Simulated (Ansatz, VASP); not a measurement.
Sn2TeS: VASP beside Ansatz

Contents of INCAR:

```
SYSTEM = Sn2TeS
ALGO = Normal
EDIFF = 1E-7
ENCUT = 520
GGA = PE
ISIF = 2
ISMEAR = -1
LASPH = .True.
LCHARG = .False.
LREAL = .False.
LWAVE = .False.
NBANDS = 28
NELM = 100
PREC = Accurate
SIGMA = 0.02
```

KPOINTS

```
k-points
0
Gamma
  6 6 4
  0 0 0
```

File POSCAR:

```
Sn2TeS
1.0
    4.3810398211      0.0000000000      0.0000000000
    0.0000000000      4.3810398211      0.0000000000
    0.0000000000      0.0000000000      6.1499981106
S Sn Te
1 2 1
Direct
    0.0000000000      0.0000000000      0.0000000000
    0.0000000000      0.0000000000      0.5000000000
    0.5000000000      0.5000000000      0.0000000000
    0.5000000000      0.5000000000      0.5000000000
```

Input for Ansatz:

```yaml
crystal:
  lattice:
    - [4.3810398211, 0.0, 0.0]
    - [0.0, 4.3810398211, 0.0]
    - [0.0, 0.0, 6.1499981106]
  atoms:
    - { symbol: S, position: [0.0, 0.0, 0.0] }
    - { symbol: Sn, position: [0.0, 0.0, 0.5] }
    - { symbol: Te, position: [0.5, 0.5, 0.5] }
    - { symbol: Sn, position: [0.5, 0.5, 0.0] }
kpoints:
  mp_grid: { grid: [6, 6, 4] }
  band_path:
    path:
      - [0.0, 0.0, 0.0]
      - [0.0, 0.5, 0.0]
      - [0.5, 0.5, 0.0]
      - [0.0, 0.0, 0.5]
      - [0.0, 0.5, 0.5]
      - [0.5, 0.5, 0.5]
      - [0.0, 0.45, 0.5]
      - [-0.062744, -0.5, 0.464111]
    npoints: 1
hamiltonian:
  xc: pbe
scf:
  occupations: { method: fermi_dirac, width: 0.02 }
  n_extra_bands: 5
output:
  forces: true
  stress: true
  eigenvalues: true
```

Change from the starting cell: biaxial_xy strain +1.4%.

Alike in both runs: task single point; functional PBE; k mesh 6 × 6 × 4; occupations fermi-dirac, width 0.02 eV; no spin polarisation.

|  | VASP | Ansatz |
| --- | --- | --- |
| version | VASP 6.6.1 | Ansatz 0.2.0 |
| potentials or method | VASP PAW PBE potentials, release 64 (S, Sn_d, Te) | plane waves, PAW |
| plane-wave cutoff (eV) | 520 | 420 |
| valence electrons in the cell | 40 | 50 |

```tsv
	VASP	Ansatz	Ansatz less VASP
pressure (GPa)	-0.4	-0.4	+0.03
```

The functional is the same, so the differences come from potentials, cutoffs and numerics. VASP's potentials hold 40 valence electrons a cell and Ansatz's 50, so a difference there can come from the potentials and not from the codes.

Neither program's run includes spin-orbit coupling.
